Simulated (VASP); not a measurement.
# PbI2 (P-3m1) in VASP: notebook

The runs below take PbI2 through electric field gradients, density of states, with PBEsol.

All numbers are computed with VASP 6.6.1; they aren't measurements. Logs are shortened: lines on timing, memory, paths and dates and some standing lists are left out, and cuts for length are marked.

### 1 The cell of the first run

The structure is trigonal, space group P-3m1 (No. 164). The conventional cell has a = 4.613 Å, b = 4.613 Å, c = 7.257 Å, α = 90.00°, β = 90.00°, γ = 120.00°. Pb (site symmetry -3m) has 6 I at 3.26 Å within 4.3 Å. Within 4.3 Å of I (site symmetry 3m) lie 3 Pb at 3.26 Å.

### 2 Electric field gradients, PBEsol

File INCAR:

```
PREC = Accurate
ENCUT = 400
EDIFF = 1E-8
ISMEAR = -1
SIGMA = 0.02
LREAL = F
LASPH = T
NELM = 120
ALGO = Normal
ISIF = 2
LWAVE = F
LCHARG = F
GGA = PS
LEFG = T
NBANDS = 21
GGA_COMPAT = F
```

File KPOINTS:

```
Automatic mesh
0
Gamma
  6 6 4
```

File POSCAR:

```
PbI2
1.0
    4.6126901201      0.0000000000      0.0000000000
   -2.3063450601      3.9947068238      0.0000000000
    0.0000000000      0.0000000000      7.2570292713
Pb I
1 2
Direct
    0.0000000000      0.0000000000      0.0000000000
    0.6666666667      0.3333333333      0.7409464800
    0.3333333333      0.6666666667      0.2590535200
```

Potentials or basis: VASP PAW PBE potentials, release 64 (Pb_d, I).

The run is started by

```
cat potpaw_PBE.64/Pb_d/POTCAR potpaw_PBE.64/I/POTCAR > POTCAR
mpirun -np 1 vasp_std > vasp.out
```

OUTCAR:

```text
PREC = Accurate
   ENCUT = 400
   EDIFF = 1E-8
   ISMEAR = -1
   LREAL = F
   LASPH = T
   NELM = 120
   ISIF = 2
   GGA = PS

 ion  position               nearest neighbor table
   1  0.000  0.000  0.000-   2 3.26   3 3.26   2 3.26   3 3.26   2 3.26   3 3.26
   2  0.667  0.333  0.741-   1 3.26   1 3.26   1 3.26
   3  0.333  0.667  0.259-   1 3.26   1 3.26   1 3.26

  LATTYP: Found a hexagonal cell.
 ALAT       =     4.6126901201
 C/A-ratio  =     1.5732748315

  Lattice vectors:

 A1 = (   4.6126901201,   0.0000000000,   0.0000000000)
 A2 = (  -2.3063450601,   3.9947068238,   0.0000000000)
 A3 = (   0.0000000000,   0.0000000000,   7.2570292713)

Analysis of symmetry for initial positions (statically):
=====================================================================
 Subroutine PRICEL returns:
 Original cell was already a primitive cell.

 Routine SETGRP: Setting up the symmetry group for a
 hexagonal supercell.

 Subroutine GETGRP returns: Found 12 space group operations
 (whereof 12 operations were pure point group operations)
 out of a pool of 24 trial point group operations.

The static configuration has the point symmetry D_3d.

Analysis of symmetry for dynamics (positions and initial velocities):
=====================================================================
 Subroutine PRICEL returns:
 Original cell was already a primitive cell.

 Routine SETGRP: Setting up the symmetry group for a
 hexagonal supercell.

 Subroutine GETGRP returns: Found 12 space group operations
 (whereof 12 operations were pure point group operations)
 out of a pool of 24 trial point group operations.

The dynamic configuration has the point symmetry D_3d.

 Subroutine INISYM returns: Found 12 space group operations
 (whereof 12 operations are pure point group operations),
 and found     1 'primitive' translations

----------------------------------------------------------------------------------------

                                     Primitive cell

  volume of cell :     133.7205

  direct lattice vectors                    reciprocal lattice vectors
     4.612690120  0.000000000  0.000000000     0.216793232  0.125165631  0.000000000
[... 128 lines left out ...]
  ext. energy  EPLUGINS =         0.00000000
  ---------------------------------------------------
  free energy    TOTEN  =        -9.31920731 eV

  energy without entropy =       -9.31920731  energy(sigma->0) =       -9.31920731

 E-fermi :   2.3374     XC(G=0):  -8.0109

 val. band max:        1.8549408701   @ k =   0.0000   0.0000   0.5000
 cond. band min:       4.0923349475   @ k =   0.0000   0.0000   0.5000
 fundamental gap:      2.2373940775
 Fermi energy:         2.3373890116

 k-point     1 :       0.0000    0.0000    0.0000
  band No.  band energies     occupation
      1     -14.0949      2.00000
      2     -14.0949      2.00000
      3     -14.0842      2.00000
      4     -14.0768      2.00000
      5     -14.0768      2.00000
      6     -10.0619      2.00000
[... 565 lines left out ...]
     20       9.5299      0.00000
     21       9.9275      0.00000

------------------------ aborting loop because EDIFF is reached ----------------------------------------

  FORCE on cell =-STRESS in cart. coord.  units (eV):
  Direction    XX          YY          ZZ          XY          YZ          ZX
  --------------------------------------------------------------------------------------
  -------------------------------------------------------------------------------------
  Total       -0.8610097     -0.8610097     -0.8442478      0.0000000      0.0000000     -0.0000000
  in kB      -10.3162192    -10.3162192    -10.1153856      0.0000000      0.0000000     -0.0000000
  external PRESSURE =     -10.2492747 kB  Pullay stress =       0.0000000 kB

 VOLUME and BASIS-vectors are now :
 -----------------------------------------------------------------------------
  energy-cutoff  :      400.00
  volume of cell :      133.72
      direct lattice vectors                 reciprocal lattice vectors
     4.612690120  0.000000000  0.000000000     0.216793232  0.125165631  0.000000000
    -2.306345060  3.994706824  0.000000000     0.000000000  0.250331262  0.000000000
     0.000000000  0.000000000  7.257029271     0.000000000  0.000000000  0.137797432

 POSITION                                       TOTAL-FORCE (eV/Angst)
 -----------------------------------------------------------------------------------
      0.00000      0.00000      0.00000         0.000000      0.000000     -0.000000
      2.30635      1.33157      5.37707        -0.000000      0.000000      0.176166
     -0.00000      2.66314      1.87996         0.000000      0.000000     -0.176166
 -----------------------------------------------------------------------------------
    total drift:                                0.000000     -0.000000      0.000000

  FREE ENERGIE OF THE ION-ELECTRON SYSTEM (eV)
  ---------------------------------------------------
  free  energy   TOTEN  =        -9.3192073141 eV

  energy  without entropy=       -9.3192073141  energy(sigma->0) =       -9.31920731

 Electric field gradients (V/A^2)
---------------------------------------------------------------------
 ion       V_xx      V_yy      V_zz      V_xy      V_xz      V_yz
---------------------------------------------------------------------
   1      -6.934    -6.934    13.868    -0.000    -0.000     0.000
   2      -4.400    -4.401     8.801    -0.001     0.000    -0.000
   3      -4.400    -4.401     8.801    -0.001     0.000    -0.000
---------------------------------------------------------------------

 Electric field gradients after diagonalization (V/A^2)
 (convention: |V_zz| > |V_xx| > |V_yy|)
----------------------------------------------------------------------
 ion       V_xx      V_yy      V_zz     asymmetry (V_yy - V_xx)/ V_zz
----------------------------------------------------------------------
   1      -6.934    -6.934    13.868       0.000
   2      -4.401    -4.400     8.801       0.000
   3      -4.401    -4.400     8.801       0.000
----------------------------------------------------------------------

           NMR quadrupolar parameters

 Cq : quadrupolar parameter    Cq=e*Q*V_zz/h
 eta: asymmetry parameters     (V_yy - V_xx)/ V_zz
 Q  : nuclear electric quadrupole moment in mb (millibarn)
----------------------------------------------------------------------
 ion       Cq(MHz)       eta       Q (mb)
----------------------------------------------------------------------
   1       0.034       0.000       1.000
   2       0.021       0.000       1.000
   3       0.021       0.000       1.000
----------------------------------------------------------------------
```

OSZICAR:

```text
N       E                     dE             d eps       ncg     rms          rms(c)
DAV:   1     0.209615466411E+03    0.20962E+03   -0.99879E+03  1008   0.948E+02
DAV:   2     0.965904830642E+01   -0.19996E+03   -0.19237E+03  1128   0.266E+02
DAV:   3    -0.882552629585E+01   -0.18485E+02   -0.18327E+02  1263   0.909E+01
DAV:   4    -0.949650758255E+01   -0.67098E+00   -0.67056E+00  1360   0.218E+01
DAV:   5    -0.951421989747E+01   -0.17712E-01   -0.17711E-01  1375   0.276E+00    0.335E+00
DAV:   6    -0.932742841476E+01    0.18679E+00   -0.44197E-01  1319   0.435E+00    0.220E+00
DAV:   7    -0.931848116204E+01    0.89473E-02   -0.15834E-01  1299   0.188E+00    0.976E-01
DAV:   8    -0.931918218200E+01   -0.70102E-03   -0.20267E-02  1151   0.120E+00    0.189E-01
DAV:   9    -0.931913248083E+01    0.49701E-04   -0.28211E-03  1201   0.379E-01    0.874E-02
DAV:  10    -0.931919569219E+01   -0.63211E-04   -0.30326E-04  1173   0.129E-01    0.240E-02
DAV:  11    -0.931920870996E+01   -0.13018E-04   -0.50128E-05  1277   0.394E-02    0.145E-02
DAV:  12    -0.931920720303E+01    0.15069E-05   -0.10155E-05  1292   0.207E-02    0.543E-03
DAV:  13    -0.931920731742E+01   -0.11438E-06   -0.90701E-07  1188   0.446E-03    0.225E-03
DAV:  14    -0.931920727933E+01    0.38088E-07   -0.11672E-07  1138   0.209E-03    0.840E-04
DAV:  15    -0.931920731358E+01   -0.34252E-07   -0.16796E-08   994   0.792E-04    0.268E-04
DAV:  16    -0.931920731406E+01   -0.48476E-09   -0.21318E-09   764   0.310E-04
   1 F= -.93192073E+01 E0= -.93192073E+01  d E =-.599288E-12
```

stdout:

```text
POSCAR found type information on POSCAR PbI
 POSCAR found :  2 types and       3 ions
 scaLAPACK will be used
 -----------------------------------------------------------------------------
|                                                                             |
|                                                                             |
|     You enforced a specific xc type in the INCAR file but a different       |
|     I HOPE YOU KNOW WHAT YOU ARE DOING!                                     |
|                                                                             |
 -----------------------------------------------------------------------------

 LDA part: xc-table for (Slater+PW92), standard interpolation
 POSCAR, INCAR and KPOINTS ok, starting setup
 FFT: planning ... GRIDC
 FFT: planning ... GRID_SOFT
 FFT: planning ... GRID
 WAVECAR not read
 entering main loop
ion   1

ion   2

ion   3
```

It took 31 s on 1 thread of Intel Xeon 6975P-C (Granite Rapids), shared host; peak memory 0.2 GiB.

Results:

```yaml
Free_energy: -9.3192 eV
Pressure: -1.0 GPa
Largest_force: 0.176 eV/Å
Band_gap_on_the_k_mesh: 2.24 eV, direct
```

Forces on the atoms (eV/Å):
```
Pb   0.000  0.000  0.000
I    0.000  0.000  0.176
I    0.000  0.000 -0.176
```

Levels at points of the mesh, in eV from the valence-band top:
```csv
k point,band 11,band 12,band 13,band 14,band 15,band 16,band 17,band 18
"(0.00, 0.00, 0.00)",-0.84,-0.72,-0.72,-0.63,2.47,3.36,3.36,6.16
"(0.50, 0.00, 0.00)",-1.81,-1.28,-0.64,-0.34,2.90,3.75,4.58,5.23
"(0.00, 0.00, 0.50)",-0.93,-0.59,-0.59,0.00,2.24,3.23,3.23,6.50
"(0.50, 0.00, 0.50)",-1.58,-1.09,-0.90,-0.61,3.22,3.77,4.08,5.80
```

Electric field gradients, principal values (V/Å²):
```tsv
atom	least	middle	greatest (by size)
1 Pb	-6.934	-6.934	13.868
2 I	-4.400	-4.401	8.801
3 I	-4.400	-4.401	8.801
```

Caveat: without QUAD_EFG the Cq values of the log hold for a quadrupole moment of 1 mb, not for the nuclei; the PAW data sets were made with another functional, which shifts forces and pressure a little; spin-orbit coupling is left out, which moves the levels of the heavy elements; this functional lacks dispersion, which binds the layers, so the pressure and a relaxed spacing across them are unreliable. A k mesh can miss the band edges.

[end of part 1 of 2]
